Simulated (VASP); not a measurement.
**Ag: relaxation of cell and atoms with PBE**

The system is Ag.

```
Ag
1.0
    -1.62000    1.62000    1.62000
     1.62000   -1.62000    1.62000
     1.62000    1.62000   -1.62000
Ag
1
Direct
  0.00000 0.00000 0.00000
```

This isn't the form of Ag at room conditions, which is fcc.

```json
{
  "Program": "VASP 6.6.1",
  "Task": "relaxation of cell and atoms",
  "Functional": "PBE",
  "Potentials or basis": "VASP PAW PBE potentials, release 64 (Ag)",
  "Cutoff": "500 eV",
  "k mesh": "11 × 11 × 11",
  "Occupations": "gaussian, width 0.05 eV",
  "Spin": "no spin polarisation",
  "Target pressure": "15 GPa",
  "Dipole correction": "no",
  "Further INCAR settings": "ALGO = Normal; EDIFF = 1e-07; IBRION = 2; EDIFFG = -0.03; NSW = 80; ISIF = 3"
}
```

```
Relaxed volume                                             : 15.96 Å³/atom
Relaxed cell                                               : a = 2.747 Å, b = 2.747 Å, c = 2.747 Å, α = 109.47°, β = 109.47°, γ = 109.47°
Space group after relaxing (to 0.1 Å)                      : Im-3m (No. 229)
Energy change on relaxing (the run minimises the enthalpy) : +65.6 meV/atom
Ionic steps                                                : 3
Pressure after relaxing                                    : 14.8 GPa
Band gap on the k mesh                                     : zero (an odd number of electrons rules out a gap without spin polarisation)
```

Step by step:
```csv
step,energy change (eV),largest force (eV/Å),pressure (GPa),volume (Å³)
1,0.0000,0.0000,5.82,17.01
2,0.2380,0.0000,30.92,14.72
3,0.0656,0.0000,14.85,15.96
```

Final structure:
```
Ag
1.0
    -1.58605    1.58605    1.58605
     1.58605   -1.58605    1.58605
     1.58605    1.58605   -1.58605
Ag
1
Direct
  0.00000 0.00000 0.00000
```

Levels at points of the mesh, in eV from the Fermi level:
```tsv
k point	band 2	band 3	band 4	band 5	band 6	band 7	band 8	band 9
(0.00, 0.00, 0.00)	-5.18	-5.18	-5.18	-3.69	-3.69	18.20	18.20	18.20
```

Wall time 14 s on 1 thread of AMD EPYC 7R13 Processor (Zen 3), with other jobs on the host, peak memory 0.1 GiB.

Caveat: the cell is relaxed towards a set pressure, so the run minimises the enthalpy, not the energy.
